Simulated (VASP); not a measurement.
# CuI (F-43m) in VASP: further runs

CuI is run at these levels: PBE; tasks: single point, relaxation of cell and atoms.

All numbers are computed with VASP 6.6.1; they aren't measurements. Logs are shortened: lines on timing, memory, paths and dates and some standing lists are left out, and cuts for length are marked.

### 1 The cell of the first run

Symmetry: F-43m, No. 216, cubic system. Conventional cell: a = 6.079 Å, b = 6.079 Å, c = 6.079 Å, α = 90.00°, β = 90.00°, γ = 90.00°. Cu (site symmetry -43m) has 4 I at 2.63 Å within 3.5 Å. Within 3.5 Å of I (site symmetry -43m) lie 4 Cu at 2.63 Å.

### 2 Single point, PBE

INCAR

```
SYSTEM = CuI
ALGO = Fast
EDIFF = 1E-7
ENCUT = 520
GGA = PE
ISIF = 2
ISMEAR = -1
LASPH = .True.
LCHARG = .False.
LREAL = .False.
LWAVE = .False.
NBANDS = 16
NELM = 100
PREC = Accurate
SIGMA = 0.02
```

KPOINTS

```
k-points
0
Gamma
  6 6 6
  0 0 0
```

POSCAR

```
CuI
1.0
    0.0000000000      3.0394494624      3.0394494624
    3.0394494624      0.0000000000      3.0394494624
    3.0394494624      3.0394494624      0.0000000000
Cu I
1 1
Direct
    0.2500000000      0.2500000000      0.2500000000
    0.0000000000      0.0000000000      0.0000000000
```

Potentials or basis: VASP PAW PBE potentials, release 64 (Cu, I).

Command:

```bash
$ cat potpaw_PBE.64/Cu/POTCAR potpaw_PBE.64/I/POTCAR > POTCAR
$ mpirun -np 1 vasp_std > vasp.out
```

OUTCAR:

```text
SYSTEM = CuI
   EDIFF = 1E-7
   ENCUT = 520
   GGA = PE
   ISIF = 2
   ISMEAR = -1
   LASPH = .True.
   LREAL = .False.
   NELM = 100
   PREC = Accurate

 ion  position               nearest neighbor table
   1  0.250  0.250  0.250-   2 2.63   2 2.63   2 2.63   2 2.63
   2  0.000  0.000  0.000-   1 2.63   1 2.63   1 2.63   1 2.63

  LATTYP: Found a face centered cubic cell.
 ALAT       =     6.0788989248

  Lattice vectors:

 A1 = (   0.0000000000,   3.0394494624,   3.0394494624)
 A2 = (   3.0394494624,   0.0000000000,   3.0394494624)
 A3 = (   3.0394494624,   3.0394494624,   0.0000000000)

Analysis of symmetry for initial positions (statically):
=====================================================================
 Subroutine PRICEL returns:
 Original cell was already a primitive cell.

 Routine SETGRP: Setting up the symmetry group for a
 face centered cubic supercell.

 Subroutine GETGRP returns: Found 24 space group operations
 (whereof 24 operations were pure point group operations)
 out of a pool of 48 trial point group operations.

The static configuration has the point symmetry T_d .

Analysis of symmetry for dynamics (positions and initial velocities):
=====================================================================
 Subroutine PRICEL returns:
 Original cell was already a primitive cell.

 Routine SETGRP: Setting up the symmetry group for a
 face centered cubic supercell.

 Subroutine GETGRP returns: Found 24 space group operations
 (whereof 24 operations were pure point group operations)
 out of a pool of 48 trial point group operations.

The dynamic configuration has the point symmetry T_d .

 Subroutine INISYM returns: Found 24 space group operations
 (whereof 24 operations are pure point group operations),
 and found     1 'primitive' translations

----------------------------------------------------------------------------------------

                                     Primitive cell

  volume of cell :      56.1584

  direct lattice vectors                    reciprocal lattice vectors
     0.000000000  3.039449462  3.039449462    -0.164503475  0.164503475  0.164503475
     3.039449462  0.000000000  3.039449462     0.164503475 -0.164503475  0.164503475
     3.039449462  3.039449462  0.000000000     0.164503475  0.164503475 -0.164503475

  length of vectors
     4.298430652  4.298430652  4.298430652     0.284928377  0.284928377  0.284928377

  position of ions in fractional coordinates (direct lattice)
     0.250000000  0.250000000  0.250000000
     0.000000000  0.000000000  0.000000000

  ion indices of the primitive-cell ions
   primitive index   ion index
                 1           1
                 2           2

----------------------------------------------------------------------------------------

 KPOINTS: k-points

Automatic generation of k-mesh.
 Grid dimensions read from file:
 generate k-points for:    6    6    6

 Generating k-lattice:

  Cartesian coordinates                     Fractional coordinates (reciprocal lattice)
    -0.027417246  0.027417246  0.027417246     0.166666667  0.000000000  0.000000000
     0.027417246 -0.027417246  0.027417246     0.000000000  0.166666667  0.000000000
     0.027417246  0.027417246 -0.027417246     0.000000000  0.000000000  0.166666667

  Length of vectors
     0.047488063  0.047488063  0.047488063

  Shift w.r.t. Gamma in fractional coordinates (k-lattice)
     0.000000000  0.000000000  0.000000000

 Subroutine IBZKPT returns following result:
 ===========================================

 Found     16 irreducible k-points:

 Following reciprocal coordinates:
            Coordinates               Weight
  0.000000  0.000000  0.000000      1.000000
  0.166667  0.000000  0.000000      8.000000
  0.333333  0.000000  0.000000      8.000000
  0.500000  0.000000  0.000000      4.000000
  0.166667  0.166667  0.000000      6.000000
  0.333333  0.166667  0.000000     24.000000
[... 8 lines left out ...]
 -0.333333  0.333333  0.166667     24.000000
 -0.333333  0.500000  0.166667     12.000000
   k-points           NKPTS =     16   k-points in BZ     NKDIM =     16   number of bands    NBANDS=     16
   number of dos      NEDOS =    301   number of ions     NIONS =      2
   total plane-waves  NPLWV =  32768
   dimension x,y,z NGX =    32 NGY =   32 NGZ =   32
   dimension x,y,z NGXF=    64 NGYF=   64 NGZF=   64
   ions per type =               1   1
   NGX,Y,Z   is equivalent  to a cutoff of  12.38, 12.38, 12.38 a.u.
   NGXF,Y,Z  is equivalent  to a cutoff of  24.75, 24.75, 24.75 a.u.
 SYSTEM =  CuI
   PREC   = accura    normal or accurate (medium, high low for compatibility)
   ISTART =      0    job   : 0-new  1-cont  2-samecut
   ICHARG =      2    charge: 1-file 2-atom 10-const
   ISPIN  =      1    spin polarized calculation?
   LNONCOLLINEAR =      F non collinear calculations
   LSORBIT =      F    spin-orbit coupling
   LASPH  =      T    aspherical Exc in radial PAW
   ENCUT  =  520.0 eV  38.22 Ry    6.18 a.u.   7.99  7.99  7.99*2*pi/ulx,y,z
   NELM   =    100;   NELMIN=  2; NELMDL= -5     # of ELM steps
   EDIFF  = 0.1E-06   stopping-criterion for ELM
   LREAL  =      F    real-space projection
   EDIFFG = 0.1E-05   stopping-criterion for IOM
   NSW    =      0    number of steps for IOM
   IBRION =     -1    ionic relax: 0-MD 1-quasi-New 2-CG
   NFREE  =      0    steps in history (QN), initial steepest desc. (CG)
   ISIF   =      2    stress and relaxation
   ISYM   =      2    0-nonsym 1-usesym 2-fastsym
   POTIM  = 0.5000    time-step for ionic-motion
   TEBEG  =    0.0;   TEEND  =   0.0 temperature during run
   PSTRESS=    0.0 pullay stress
   NELECT =      18.0000    total number of electrons
   NUPDOWN=      -1.0000    fix difference up-down
   EMIN   =  10.00;   EMAX   =-10.00  energy-range for DOS
   EFERMI =   0.00;   METHOD = LEGACY
   ISMEAR =    -1;   SIGMA  =   0.02  broadening in eV -4-tet -1-fermi 0-gaus
   EFERMI_NEDOS =   21; number of points for ismear=-14 and -15
   IALGO  =     68    algorithm
   IMIX   =      4    mixing-type and parameters
     AMIX     =   0.40;   BMIX     =  1.00
     AMIX_MAG =   1.60;   BMIX_MAG =  1.00
  volume/ion in A,a.u.               =      28.08       189.49
  Fermi-wavevector in a.u.,A,eV,Ry     =   1.120368  2.117189 17.078369  1.255225
  Thomas-Fermi vector in A             =   2.257014
   LORBIT       =      0    0 simple, 1 ext, 2 COOP (PROOUT), +10 PAW based schemes
   GGA     = PE    functional components
   LHFCALC =     F    Hartree Fock is set to
   AEXX    =    0.0000 exact exchange contribution
   IVDW    =     0    specifies the selected vdW correction
   LEPSILON=     F    determine dielectric tensor
   LRPA    =     F    only Hartree local field effects (RPA)
 non-spin polarized calculation
 RMM-DIIS sequential band-by-band and
  energy-cutoff  :      520.00
  volume of cell :       56.16
 maximum number of plane-waves:      1527
   NGX = 15   NGY = 15   NGZ = 15

 number of electron      18.0000011 magnetization

 Free energy of the ion-electron system (eV)
  ---------------------------------------------------
  ext. energy  EPLUGINS =         0.00000000
  ---------------------------------------------------
  free energy    TOTEN  =        -5.56039195 eV

  energy without entropy =       -5.56039195  energy(sigma->0) =       -5.56039195

 E-fermi :   4.7874     XC(G=0):  -8.8997

 val. band max:        4.3475023222   @ k =   0.0000   0.0000   0.0000
 cond. band min:       5.4698125374   @ k =   0.0000   0.0000   0.0000
 fundamental gap:      1.1223102151
 Fermi energy:         4.7873676120

 k-point     1 :       0.0000    0.0000    0.0000
  band No.  band energies     occupation
      1      -9.6214      2.00000
      2       0.7439      2.00000
      3       0.7439      2.00000
      4       0.7439      2.00000
      5       2.5283      2.00000
      6       2.5283      2.00000
[... 8 lines left out ...]
     15      13.9100      0.00000
     16      13.9100      0.00000

 k-point     2 :       0.1667    0.0000    0.0000
  band No.  band energies     occupation
      1      -9.4987      2.00000
      2       0.2416      2.00000
      3       0.7526      2.00000
      4       0.7526      2.00000
      5       2.5197      2.00000
      6       2.5197      2.00000
[... 8 lines left out ...]
     15      13.0827      0.00000
     16      13.4819      0.00000

 k-point     3 :       0.3333    0.0000    0.0000
  band No.  band energies     occupation
      1      -9.2299      2.00000
      2      -0.7235      2.00000
      3       0.7632      2.00000
      4       0.7633      2.00000
      5       2.5303      2.00000
      6       2.5303      2.00000
[... 8 lines left out ...]
     15      13.5583      0.00000
     16      13.5583      0.00000

 k-point     4 :       0.5000    0.0000    0.0000
  band No.  band energies     occupation
      1      -9.0810      2.00000
      2      -1.1863      2.00000
      3       0.7647      2.00000
      4       0.7647      2.00000
      5       2.5559      2.00000
      6       2.5559      2.00000
[... 8 lines left out ...]
     15      15.1946      0.00000
     16      15.1946      0.00000
[... 172 lines left out ...]
 k-point    14 :       0.5000    0.3333    0.1667
  band No.  band energies     occupation
      1      -9.0446      2.00000
      2      -0.7437      2.00000
      3       0.2650      2.00000
      4       0.6959      2.00000
      5       2.4687      2.00000
      6       2.5456      2.00000
[... 8 lines left out ...]
     15      15.2681      0.00000
     16      16.3372      0.00000

 k-point    15 :      -0.3333    0.3333    0.1667
  band No.  band energies     occupation
      1      -8.9430      2.00000
      2      -0.7947      2.00000
      3      -0.0251      2.00000
      4       0.6557      2.00000
      5       2.4392      2.00000
      6       2.5304      2.00000
[... 8 lines left out ...]
     15      15.4396      0.00000
     16      16.0828      0.00000

 k-point    16 :      -0.3333    0.5000    0.1667
  band No.  band energies     occupation
      1      -8.8953      2.00000
      2      -0.8908      2.00000
      3       0.1128      2.00000
      4       0.5638      2.00000
      5       2.4835      2.00000
      6       2.4902      2.00000
[... 8 lines left out ...]
     15      15.8263      0.00000
     16      16.3664      0.00000

------------------------ aborting loop because EDIFF is reached ----------------------------------------

  FORCE on cell =-STRESS in cart. coord.  units (eV):
  Direction    XX          YY          ZZ          XY          YZ          ZX
  --------------------------------------------------------------------------------------
  -------------------------------------------------------------------------------------
  Total        0.0231765      0.0231765      0.0231765      0.0000000      0.0000000      0.0000000
  in kB        0.6612165      0.6612165      0.6612165      0.0000000      0.0000000      0.0000000
  external PRESSURE =       0.6612165 kB  Pullay stress =       0.0000000 kB

 VOLUME and BASIS-vectors are now :
 -----------------------------------------------------------------------------
  energy-cutoff  :      520.00
  volume of cell :       56.16
      direct lattice vectors                 reciprocal lattice vectors
     0.000000000  3.039449462  3.039449462    -0.164503475  0.164503475  0.164503475
     3.039449462  0.000000000  3.039449462     0.164503475 -0.164503475  0.164503475
     3.039449462  3.039449462  0.000000000     0.164503475  0.164503475 -0.164503475

 POSITION                                       TOTAL-FORCE (eV/Angst)
 -----------------------------------------------------------------------------------
      1.51972      1.51972      1.51972        -0.000000     -0.000000     -0.000000
      0.00000      0.00000      0.00000         0.000000      0.000000      0.000000
 -----------------------------------------------------------------------------------
    total drift:                                0.000001      0.000001      0.000001

  FREE ENERGIE OF THE ION-ELECTRON SYSTEM (eV)
  ---------------------------------------------------
  free  energy   TOTEN  =        -5.5603919478 eV

  energy  without entropy=       -5.5603919478  energy(sigma->0) =       -5.56039195
```

Run time: 10 s. Hardware: 1 thread of AMD EPYC 9R45 (Zen 5), shared host; peak memory 0.15 GiB.

Results:

- Free energy: -5.5604 eV
- Pressure: 0.1 GPa
- Band gap on the k mesh: 1.12 eV

Levels at points of the mesh, in eV from the valence-band top:
```csv
k point,band 5,band 6,band 7,band 8,band 9,band 10,band 11,band 12,band 13,band 14
"(0.00, 0.00, 0.00)",-1.82,-1.82,0.00,0.00,0.00,1.12,4.88,4.88,4.88,8.17
"(0.50, 0.00, 0.00)",-1.79,-1.79,-1.75,-0.70,-0.70,2.15,5.41,5.41,7.39,9.09
"(0.50, 0.50, 0.00)",-1.84,-1.76,-1.73,-1.47,-1.47,2.73,2.91,9.14,9.72,9.72
```

Caveat: spin-orbit coupling is left out, which moves the levels of the heavy elements. As with any semilocal functional, this PBE gap is likely too small.

### 3 Relaxation of cell and atoms, PBE

This run uses another cell than the first one, of 27.86 Å³/atom.

INCAR

```
ALGO     = Fast           # electronic algorithm
EDIFF    = 1E-7           # SCF threshold, eV
EDIFFG   = -0.005         # ionic threshold
ENCUT    = 600            # plane-wave cutoff, eV
GGA      = PE             # functional
IBRION   = 2              # ionic algorithm
ISIF     = 3              # what is computed and relaxed
ISMEAR   = -1             # smearing method
LASPH    = True           # aspherical terms in the spheres
LCHARG   = False          # write CHGCAR
LREAL    = False          # projectors in reciprocal space
LWAVE    = False          # write WAVECAR
NELM     = 100            # most SCF steps
NSW      = 80             # ionic steps
PREC     = Accurate       # precision mode
SIGMA    = 0.02           # smearing width, eV
```

KPOINTS

```
k-points
0
Gamma
  6 6 6
```

POSCAR

```
CuI
1.0
    0.0000000000      3.0315000000      3.0315000000
    3.0315000000      0.0000000000      3.0315000000
    3.0315000000      3.0315000000      0.0000000000
Cu I
1 1
Direct
    0.2500000000      0.2500000000      0.2500000000
    0.0000000000      0.0000000000      0.0000000000
```

Potentials or basis: VASP PAW PBE potentials, release 64 (Cu, I).

Command:

```bash
$ cat potpaw_PBE.64/Cu/POTCAR potpaw_PBE.64/I/POTCAR > POTCAR
$ mpirun -np 1 vasp_std > vasp.out
```

Wall time 37 s (1 thread of AMD EPYC 9R45 (Zen 5), shared host); peak memory 0.18 GiB.

The run converged. Its results:

| Quantity | Value |
| --- | --- |
| Free energy | -5.5604 eV |
| Relaxed volume | 28.13 Å³/atom |
| Relaxed cell | a = 4.301 Å, b = 4.301 Å, c = 4.301 Å, α = 60.00°, β = 60.00°, γ = 60.00° |
| Space group after relaxing (to 0.1 Å) | F-43m (No. 216) |
| Energy gained by relaxing | 0.3 meV/atom |
| Ionic steps | 4 |
| Pressure after relaxing | 0.0 GPa |
| Band gap on the k mesh | 1.12 eV |

The path:
```csv
step,energy change (eV),largest force (eV/Å),pressure (GPa),volume (Å³)
1,0.0000,0.0000,0.40,55.72
2,-0.0006,0.0000,-0.05,56.28
3,-0.0006,0.0000,0.05,56.23
4,-0.0006,0.0000,-0.01,56.26
```

Final structure:
```
CELL_PARAMETERS angstrom
0.00000 3.04119 3.04119
3.04119 0.00000 3.04119
3.04119 3.04119 0.00000
ATOMIC_POSITIONS crystal
Cu 0.25000 0.25000 0.25000
I 0.00000 0.00000 0.00000
```

Levels at points of the mesh, in eV from the valence-band top:
```tsv
k point	band 7	band 8	band 9	band 10	band 11	band 12
(0.00, 0.00, 0.00)	0.00	0.00	0.00	1.12	4.88	4.88
(0.50, 0.00, 0.00)	-1.74	-0.69	-0.69	2.15	5.41	5.41
(0.50, 0.50, 0.00)	-1.73	-1.46	-1.46	2.74	2.91	9.12
```

Caveat: spin-orbit coupling is left out, which moves the levels of the heavy elements.

### 4 Single point, PBE, non-collinear spin, zero start, spin-orbit coupling

This run uses another cell than the first one, of 27.33 Å³/atom.

INCAR

```
ALGO = Normal
EDIFF = 1E-6
ENCUT = 520
GGA = PE
GGA_COMPAT = F
ISIF = 2
ISMEAR = -1
LASPH = T
LCHARG = T
LMAXMIX = 4
LORBIT = 11
LORBMOM = T
LREAL = F
LSORBIT = T
LVHAR = T
LWAVE = F
MAGMOM = 0 0 0 0 0 0
NBANDS = 30
NELM = 150
PREC = Accurate
SIGMA = 0.02
```

KPOINTS

```
k-points
0
Gamma
  8 8 8
```

POSCAR

```
CuI
1.0
    0.0000000000      3.0120427040      3.0120427040
    3.0120427040      0.0000000000      3.0120427040
    3.0120427040      3.0120427040      0.0000000000
Cu I
1 1
Direct
    0.2500000000      0.2500000000      0.2500000000
    0.0000000000      0.0000000000      0.0000000000
```

Command:

```bash
$ cat potpaw_PBE.64/Cu/POTCAR potpaw_PBE.64/I/POTCAR > POTCAR
$ mpirun -np 1 vasp_ncl > vasp.out
```

Run time: 80 s. Hardware: 1 thread of AMD EPYC 9R45 (Zen 5), shared host; peak memory 0.34 GiB.

The run converged. Its results:

| Item | Value |
| --- | --- |
| Free energy | -5.6868 eV |
| Pressure | 1.6 GPa |
| Net moment | 0.00 μB per cell |
| Valence electrons inside the program's atomic spheres | Cu 9.94; I 4.31 |

Moments on the atoms (μB; x, y, z):
```
Cu  0.00 0.00 0.00
I   0.00 0.00 0.00
```

### 5 Summary

| task | spin | cell | k mesh | cutoff (eV) | gap on the mesh (eV) | pressure (GPa) |
| --- | --- | --- | --- | --- | --- | --- |
| single point | off | a = 4.298 Å, angles 60.0°, 2 atoms | 6 × 6 × 6 | 520 | 1.12 | 0.1 |
| relaxation of cell and atoms | off | relaxed from a = 4.287 Å, angles 60.0°, 2 atoms | 6 × 6 × 6 | 600 | 1.12 | 0.0 |
| single point | non-collinear, zero start, SOC | a = 4.260 Å, angles 60.0°, 2 atoms | 8 × 8 × 8 | 520 | - | 1.6 |

Alike in all rows: level PBE; potentials or basis VASP PAW PBE potentials, release 64 (Cu, I); smearing fermi-dirac 0.02 eV.

Caveats: spin-orbit coupling is left out, which moves the levels of the heavy elements (at least some runs).

Total energies depend on the potentials used, so only differences within one code and one set of settings carry meaning.
